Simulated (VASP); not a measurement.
A run of VASP 6.6.1:

File INCAR:

```
SYSTEM = ScAlN2
  PREC = Accurate
  ENCUT = 520
  EDIFF = 1E-7
  ISMEAR = 0
  SIGMA = 0.1
  LREAL = .FALSE.
  LASPH = .TRUE.
  NELM = 100
  ALGO = Normal
  ISIF = 2
  LWAVE = .FALSE.
  LCHARG = .FALSE.
  GGA = PE
  NBANDS = 20
```

KPOINTS

```
regular mesh
0
G
  6 6 4
  0 0 0
```

File POSCAR:

```
ScAlN2
1.0
    3.6042855885      0.0000000000      0.0000000000
   -1.8021427943      3.1214028822      0.0000000000
    0.0000000000      0.0000000000      5.5760190188
Sc Al N
1 1 2
Direct
    0.0000000000      0.0000000000      0.0000000000
    0.0000000000      0.0000000000      0.5000000000
    0.3333333333      0.6666666667      0.5000000000
    0.6666666667      0.3333333333      0.5000000000
```

Potentials or basis: VASP PAW PBE potentials, release 64 (Sc_sv, Al, N).

The run is started by

```console
$ cat potpaw_PBE.64/Sc_sv/POTCAR potpaw_PBE.64/Al/POTCAR potpaw_PBE.64/N/POTCAR > POTCAR
$ mpirun -np 1 vasp_std > vasp.out
```

Hardware: 1 thread of AMD EPYC 9R45 96-Core Processor (Zen 5) (shared host).

Task: Estimate the wall time of this run.

Result: Wall time 23 s on 1 thread of AMD EPYC 9R45 96-Core Processor (Zen 5), on a shared host, peak memory 0.16 GiB. Counts: scf iterations 19, k points 21.
